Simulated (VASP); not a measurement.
Wanted: the native input for a VASP 6.6.1 run.

| Item | Value |
| --- | --- |
| Task | single point |
| Functional | PBEsol |
| Potentials or basis | VASP PAW PBE potentials, release 64 (Ti_sv) |
| Cutoff | 520 eV |
| k mesh | 7 × 7 × 10 |
| Occupations | gaussian, width 0.15 eV |
| Spin | no spin polarisation |
| Dipole correction | no |
| Further INCAR settings | ALGO = Normal; EDIFF = 1e-06; NBANDS = 25 |

The structure of Ti lies in POSCAR:

```
Ti
1.0
    4.5691265865      0.0000000000      0.0000000000
   -2.2845632933      3.9569798387      0.0000000000
    0.0000000000      0.0000000000      2.8010732552
Ti
3
Direct
    0.0000000000      0.0000000000      0.0000000000
    0.3333333333      0.6666666667      0.5000000000
    0.6666666667      0.3333333333      0.5000000000
```

These files were run (other wordings do the same):

INCAR

```
PREC     = Accurate       # precision mode
ENCUT    = 520            # plane-wave cutoff, eV
EDIFF    = 1E-6           # SCF threshold, eV
ISMEAR   = 0              # smearing method
SIGMA    = 0.15           # smearing width, eV
LREAL    = F              # projectors in reciprocal space
LASPH    = T              # aspherical terms in the spheres
NELM     = 80             # most SCF steps
ALGO     = Normal         # electronic algorithm
ISIF     = 2              # what is computed and relaxed
LWAVE    = F              # write WAVECAR
LCHARG   = F              # write CHGCAR
GGA      = PS             # functional
NBANDS   = 25             # bands
```

KPOINTS

```
Automatic mesh
0
Gamma
  7 7 10
```

Potentials or basis: VASP PAW PBE potentials, release 64 (Ti_sv).

The run is started by

```console
$ cat potpaw_PBE.64/Ti_sv/POTCAR > POTCAR
$ mpirun -np 1 vasp_std > vasp.out
```

Results of the run:

| Property | Result |
| --- | --- |
| Pressure | -3.0 GPa |
| Band gap on the k mesh | zero (band 18 reaches 8.55 eV, above the bottom of band 19 at 8.31 eV) |

Caveat: the PAW data sets were made with another functional, which shifts forces and pressure a little.

Wall time 58 s on 1 thread of Intel(R) Xeon(R) 6975P-C (Granite Rapids) (shared host), peak memory 0.19 GiB.
